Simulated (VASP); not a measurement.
# Mo (C2/m) in VASP: single point with PBE

Aim: the single point of Mo with PBE.

Everything below comes from runs of VASP 6.6.1. Logs are shortened: lines on timing, memory, paths and dates and some standing lists are left out, and cuts for length are marked.

## 1. The cell of the first run

It takes space group C2/m (No. 12, monoclinic). Conventional cell: a = 3.287 Å, b = 4.318 Å, c = 2.735 Å, α = 90.00°, β = 123.69°, γ = 90.00°. Within 3.6 Å of Mo (site symmetry 2/m) lie 14 Mo at 2.71 to 3.29 Å.

## 2. Single point, PBE

File INCAR:

```
SYSTEM = Mo
  PREC = Accurate
  ENCUT = 520
  EDIFF = 1E-7
  ISMEAR = 0
  SIGMA = 0.1
  LREAL = .False.
  LASPH = .True.
  NELM = 100
  ALGO = Fast
  ISIF = 2
  LWAVE = .False.
  LCHARG = .False.
  GGA = PE
  NBANDS = 51
```

File KPOINTS:

```
Automatic mesh
0
Gamma
  7 5 16
  0 0 0
```

File POSCAR:

```
Mo
1.0
    5.4697623855      0.0000000000      0.0000000000
   -2.7348811927      8.2046435782      0.0000000000
   -0.9116270642      1.3674405964      2.1592061750
Mo
6
Direct
    0.1666666667      0.6666666667      0.0000000000
    0.6666666667      0.6666666667      0.0000000000
    0.3333333333      0.3333333333      0.0000000000
    0.8333333333      0.3333333333      0.0000000000
    0.0000000000      0.0000000000      0.0000000000
    0.5000000000      0.0000000000      0.0000000000
```

Potentials or basis: VASP PAW PBE potentials, release 64 (Mo_sv).

On the command line:

```console
$ cat potpaw_PBE.64/Mo_sv/POTCAR > POTCAR
$ mpirun -np 1 vasp_std > vasp.out
```

OUTCAR:

```text
SYSTEM = Mo
   PREC = Accurate
   ENCUT = 520
   EDIFF = 1E-7
   ISMEAR = 0
   LREAL = .False.
   LASPH = .True.
   NELM = 100
   ISIF = 2
   GGA = PE

 ion  position               nearest neighbor table
   1  0.167  0.667  0.000-   5 2.71   3 2.71   2 2.73   2 2.73   6 2.88   4 2.88   6 3.14   2 3.14
                             2 3.14   4 3.14   5 3.29   3 3.29
   2  0.667  0.667  0.000-   6 2.71   4 2.71   1 2.73   1 2.73   5 2.88   3 2.88   5 3.14   1 3.14
                             1 3.14   3 3.14   6 3.29   4 3.29
   3  0.333  0.333  0.000-   6 2.71   1 2.71   4 2.73   4 2.73   5 2.88   2 2.88   5 3.14   4 3.14
                             4 3.14   2 3.14   6 3.29   1 3.29
   4  0.833  0.333  0.000-   5 2.71   2 2.71   3 2.73   3 2.73   6 2.88   1 2.88   6 3.14   3 3.14
                             3 3.14   1 3.14   5 3.29   2 3.29
   5  0.000  0.000  0.000-   1 2.71   4 2.71   6 2.73   6 2.73   3 2.88   2 2.88   2 3.14   3 3.14
                             6 3.14   6 3.14   4 3.29   1 3.29
   6  0.500  0.000  0.000-   2 2.71   3 2.71   5 2.73   5 2.73   4 2.88   1 2.88   4 3.14   1 3.14
                             5 3.14   5 3.14   2 3.29   3 3.29

  LATTYP: Found a triclinic cell.
 ALAT       =     5.2257691011
 B/A-ratio  =     0.5192553595
 C/A-ratio  =     1.3449454952
 COS(alpha) =     0.0531526437
 COS(beta)  =     0.1633625220
 COS(gamma) =     0.1676105194

  Lattice vectors:

 A1 = (   4.5581353213,   1.3674405964,   2.1592061750)
 A2 = (  -0.9116270642,   1.3674405964,   2.1592061750)
 A3 = (   0.9116270643,  -5.4697623854,   4.3184123500)

Analysis of symmetry for initial positions (statically):
=====================================================================
 Subroutine PRICEL returns following result:

  LATTYP: Found a base centered monoclinic cell.
 ALAT       =     3.2869181241
 B/A-ratio  =     1.3138180469
 C/A-ratio  =     0.8320502945
 COS(beta)  =    -0.5547001960

  Lattice vectors:

 A1 = (   0.9116270642,  -1.3674405964,  -2.1592061750)
 A2 = (   0.9116270644,  -1.3674405961,   2.1592061750)
 A3 = (  -2.7348811930,  -0.0000000008,   0.0000000000)

   6 primitive cells build up your supercell.

 Routine SETGRP: Setting up the symmetry group for a
 triclinic supercell.

 Subroutine GETGRP returns: Found  2 space group operations
 (whereof  2 operations were pure point group operations)
 out of a pool of  2 trial point group operations.

The static configuration has the point symmetry S_2 .

Analysis of symmetry for dynamics (positions and initial velocities):
[... 126 lines left out ...]
   IBRION =     -1    ionic relax: 0-MD 1-quasi-New 2-CG
   NFREE  =      0    steps in history (QN), initial steepest desc. (CG)
   ISIF   =      2    stress and relaxation
   ISYM   =      2    0-nonsym 1-usesym 2-fastsym
   POTIM  = 0.5000    time-step for ionic-motion
   TEBEG  =    0.0;   TEEND  =   0.0 temperature during run
   PSTRESS=    0.0 pullay stress
   NELECT =      84.0000    total number of electrons
   NUPDOWN=      -1.0000    fix difference up-down
   EMIN   =  10.00;   EMAX   =-10.00  energy-range for DOS
   EFERMI =   0.00;   METHOD = LEGACY
   ISMEAR =     0;   SIGMA  =   0.10  broadening in eV -4-tet -1-fermi 0-gaus
   EFERMI_NEDOS =   21; number of points for ismear=-14 and -15
   IALGO  =     68    algorithm
   IMIX   =      4    mixing-type and parameters
     AMIX     =   0.40;   BMIX     =  1.00
     AMIX_MAG =   1.60;   BMIX_MAG =  1.00
  volume/ion in A,a.u.               =      16.15       108.99
  Fermi-wavevector in a.u.,A,eV,Ry     =   1.560967  2.949801 33.152216  2.436619
  Thomas-Fermi vector in A             =   2.664102
   LORBIT       =      0    0 simple, 1 ext, 2 COOP (PROOUT), +10 PAW based schemes
   GGA     = PE    functional components
   LHFCALC =     F    Hartree Fock is set to
   AEXX    =    0.0000 exact exchange contribution
   IVDW    =     0    specifies the selected vdW correction
   LEPSILON=     F    determine dielectric tensor
   LRPA    =     F    only Hartree local field effects (RPA)
 non-spin polarized calculation
 RMM-DIIS sequential band-by-band and
 Gauss-broadening in eV      SIGMA  =   0.10
  energy-cutoff  :      520.00
  volume of cell :       96.90
 maximum number of plane-waves:      2634
 NGX is ok and might be reduce to    42
   NGX = 21   NGY = 33   NGZ = 11

 number of electron      83.9999997 magnetization

 Free energy of the ion-electron system (eV)
  ---------------------------------------------------
  ext. energy  EPLUGINS =         0.00000000
  ---------------------------------------------------
  free energy    TOTEN  =       -65.31504628 eV

  energy without entropy =      -65.29413483  energy(sigma->0) =      -65.30459055

 E-fermi :  12.0996     XC(G=0): -13.2034

 val. band max:       12.0993693886   @ k =  -0.2857   0.2000   0.0625
 cond. band min:      12.0999526968   @ k =   0.2857   0.0000   0.1250
 fundamental gap:      0.0005833082
 Fermi energy:        12.0996139319

 k-point     1 :       0.0000    0.0000    0.0000
  band No.  band energies     occupation
      1     -49.2079      2.00000
      2     -49.0514      2.00000
      3     -49.0514      2.00000
      4     -48.9863      2.00000
      5     -48.9863      2.00000
      6     -48.9483      2.00000
[... 1285 lines left out ...]
     50      13.9313      0.00000
     51      14.2320      0.00000

 [... further k-points ...]

------------------------ aborting loop because EDIFF is reached ----------------------------------------

  FORCE on cell =-STRESS in cart. coord.  units (eV):
  Direction    XX          YY          ZZ          XY          YZ          ZX
  --------------------------------------------------------------------------------------
  -------------------------------------------------------------------------------------
  Total       -1.6533102     -8.3835282      2.5238086      1.3268829      0.0548161      0.0235195
  in kB      -27.3364821   -138.6165599     41.7296470     21.9392042      0.9063505      0.3888812
  external PRESSURE =     -41.4077983 kB  Pullay stress =       0.0000000 kB

 VOLUME and BASIS-vectors are now :
 -----------------------------------------------------------------------------
  energy-cutoff  :      520.00
  volume of cell :       96.90
      direct lattice vectors                 reciprocal lattice vectors
     5.469762386  0.000000000  0.000000000     0.182823298  0.060941099  0.038594431
    -2.734881193  8.204643578  0.000000000     0.000000000  0.121882199 -0.077188862
    -0.911627064  1.367440596  2.159206175     0.000000000  0.000000000  0.463133170

 POSITION                                       TOTAL-FORCE (eV/Angst)
 -----------------------------------------------------------------------------------
     -0.91163      5.46976      0.00000         0.000000      0.000000     -0.000000
      1.82325      5.46976      0.00000         0.000000     -0.000000     -0.000000
      0.91163      2.73488      0.00000        -0.000000      0.000000     -0.000000
      3.64651      2.73488      0.00000         0.000000     -0.000000      0.000000
      0.00000      0.00000      0.00000        -0.000000      0.000000     -0.000000
      2.73488      0.00000      0.00000        -0.000000      0.000000     -0.000000
 -----------------------------------------------------------------------------------
    total drift:                                0.000000      0.000000     -0.000000

  FREE ENERGIE OF THE ION-ELECTRON SYSTEM (eV)
  ---------------------------------------------------
  free  energy   TOTEN  =       -65.3150462752 eV

  energy  without entropy=      -65.2941348274  energy(sigma->0) =      -65.30459055
```

Wall time 53 min (1 thread of Oxide Virtual Turin-like, shared host); peak memory 0.88 GiB.

What came out:

| Property | Result |
| --- | --- |
| Free energy | -65.3150 eV |
| Pressure | -4.1 GPa |
| Band gap on the k mesh | zero (bands 42 and 43 overlap by 2.27 eV) |

Levels at points of the mesh, in eV from the Fermi level:
```tsv
k point	band 39	band 40	band 41	band 42	band 43	band 44	band 45	band 46
(0.00, 0.00, 0.00)	-1.06	-0.98	-0.98	-0.62	1.11	1.33	1.34	1.34
(0.00, 0.00, 0.50)	0.78	0.78	1.11	1.28	1.28	1.53	1.53	1.70
```

Caveat: the stress differs along the axes, from -14 to 4 GPa.
